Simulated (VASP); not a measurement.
# Si: single point with LDA

Crystal: Si.

```
Si
1.0
     3.76439    0.00000    0.00000
    -1.88219    3.26006    0.00000
     0.00000    0.00000    6.23178
Si
4
Direct
  0.33333 0.66667 0.06317
  0.66667 0.33333 0.56317
  0.33333 0.66667 0.43683
  0.66667 0.33333 0.93683
```

- Program: VASP 6.6.1
- Task: single point
- Functional: LDA
- Potentials or basis: VASP PAW LDA potentials, release 64 (Si)
- Cutoff: 520 eV
- k mesh: 12 × 12 × 6
- Occupations: gaussian, width 0.01 eV
- Spin: no spin polarisation

The pressure is 3.0 GPa and the band gap on the k mesh is 0.21 eV, indirect (least direct gap 1.08 eV).

Levels at points of the mesh, in eV from the valence-band top:
```csv
k point,band 5,band 6,band 7,band 8,band 9,band 10,band 11,band 12
"(0.00, 0.00, 0.00)",-1.59,-0.40,0.00,0.00,1.08,1.93,1.93,2.32
"(0.50, 0.00, 0.00)",-4.93,-3.22,-3.21,-1.51,0.21,2.32,2.82,3.01
"(0.00, 0.00, 0.50)",-0.97,-0.97,-0.97,-0.97,1.86,1.86,2.93,2.93
"(0.50, 0.00, 0.50)",-2.58,-2.58,-2.55,-2.55,0.79,0.79,1.49,1.49
```

Wall time 36 s on 1 thread of Intel(R) Xeon(R) 6975P-C (Granite Rapids), on a shared host, peak memory 0.19 GiB.

A k mesh can miss the band edges.
